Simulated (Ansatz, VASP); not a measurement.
# Sb in VASP and in Ansatz

POSCAR

```
Sb
1.0
    4.1051829901      0.0000000000      0.0000000000
   -2.0525914950      3.4485369739      0.0000000000
    0.0000000000      0.0000000000     26.8552477996
Sb
2
Direct
    0.3318483307      0.6636966613      0.3145893443
    0.6681516693      0.3363033387      0.3753176727
```

Contents of INCAR.step1:

```
ALGO     = Normal         # electronic algorithm
DIPOL    = 0.5 0.5 0.345
EDIFF    = 1E-4           # SCF threshold, eV
ENCUT    = 520            # plane-wave cutoff, eV
GGA      = PE             # functional
IDIPOL   = 3            
ISMEAR   = 0              # smearing method
LASPH    = True           # aspherical terms in the spheres
LCHARG   = False          # write CHGCAR
LDIPOL   = True         
LREAL    = False          # projectors in reciprocal space
LWAVE    = True           # write WAVECAR
NBANDS   = 12             # bands
NELM     = 60             # most SCF steps
PREC     = Accurate       # precision mode
SIGMA    = 0.01           # smearing width, eV
```

Contents of INCAR.step2:

```
ALGO     = Normal         # electronic algorithm
DIPOL    = 0.5 0.5 0.345
EDIFF    = 1E-7           # SCF threshold, eV
ENCUT    = 520            # plane-wave cutoff, eV
IDIPOL   = 3            
ISIF     = 2              # what is computed and relaxed
ISMEAR   = 0              # smearing method
ISTART   = 1            
LASPH    = True           # aspherical terms in the spheres
LCHARG   = True           # write CHGCAR
LDIPOL   = True         
LELF     = True           # ELF
LMIXTAU  = True         
LREAL    = False          # projectors in reciprocal space
LVACPOTAV= True         
LVHAR    = True         
LWAVE    = False          # write WAVECAR
METAGGA  = R2SCAN         # meta-GGA
NBANDS   = 12             # bands
NELM     = 60             # most SCF steps
PREC     = Accurate       # precision mode
SIGMA    = 0.01           # smearing width, eV
```

Contents of KPOINTS:

```
k-points
0
Gamma
  12 12 1
```

Input for Ansatz:

```yaml
crystal:
  lattice:
    - [4.1051829901, 0.0, 0.0]
    - [-2.052591495, 3.4485369739, 0.0]
    - [0.0, 0.0, 26.8552477996]
  atoms:
    - { symbol: Sb, position: [0.3318483307, 0.6636966613, 0.3145893443] }
    - { symbol: Sb, position: [0.6681516693, 0.3363033387, 0.3753176727] }
  periodic: [true, true, false]
kpoints:
  mp_grid: { grid: [12, 12, 1] }
  band_path:
    path:
      - [0.0, 0.0, 0.0]
      - [0.5, 0.0, 0.0]
      - [0.3333333333, 0.3333333333, 0.0]
      - [0.0, 0.309896, 0.0]
    npoints: 1
hamiltonian:
  xc: r2scan
scf:
  occupations: { method: fixed }
  n_extra_bands: 4
output:
  forces: true
  stress: true
  eigenvalues: true
```

Change from the starting cell: uniaxial_y strain -3.0%.

Alike in both runs: task single point; functional r2SCAN; k mesh 12 × 12 × 1; no spin polarisation.

```csv
,VASP,Ansatz
version,VASP 6.6.1,Ansatz 0.2.0
potentials or method,"VASP PAW PBE potentials, release 64 (Sb)","plane waves, PAW"
plane-wave cutoff (eV),520,500
occupations,"gaussian, width 0.01 eV",fixed
valence electrons in the cell,10,30
```

```tsv
	VASP	Ansatz	Ansatz less VASP
gap on the k mesh at the Fermi level (eV)	1.19	1.19	-0.003
rms of the force components (eV/Å)	0.075	0.011	-0.0640
```

VASP's potentials were made for PBE, not for r2SCAN. Atom by atom the forces differ by 0.064 eV/Å (rms over components). VASP's potentials hold 10 valence electrons a cell and Ansatz's 30, so a difference there can come from the potentials and not from the codes.

Neither program's run includes spin-orbit coupling.
